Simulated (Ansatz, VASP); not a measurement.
## EuO: VASP beside Ansatz

```
Eu O
1.0
     0.00000    2.30910    2.30910
     2.30910    0.00000    2.30910
     2.30910    2.30910    0.00000
Eu O
1 1
Cartesian
  0.0000 0.0000 0.0000
  2.3091 2.3091 2.3091
```

Alike in both runs: task single point; functional PBE; k mesh 12 × 12 × 12; occupations gaussian, width 0.05 eV; collinear spin.

```csv
,VASP,Ansatz
version,VASP 6.6.1,Ansatz 0.2.0
potentials or method,"VASP PAW PBE potentials, release 64 (Eu, O), cutoff 600 eV","scalar-relativistic, plane waves, PAW"
valence electrons in the cell,23,23
```

```csv
,VASP,Ansatz,Ansatz less VASP
gap on the k mesh at the Fermi level (eV),none,none,-
net moment per atom (μB),3.36,3.36,0.000
size of the moment on the site where the two differ most (μB),6.45,6.30,-0.145
```

Site moments also hang on the region over which each program counts them. A gap of «none» marks a metal or a gap that the smearing closes.

Neither program's run includes spin-orbit coupling.
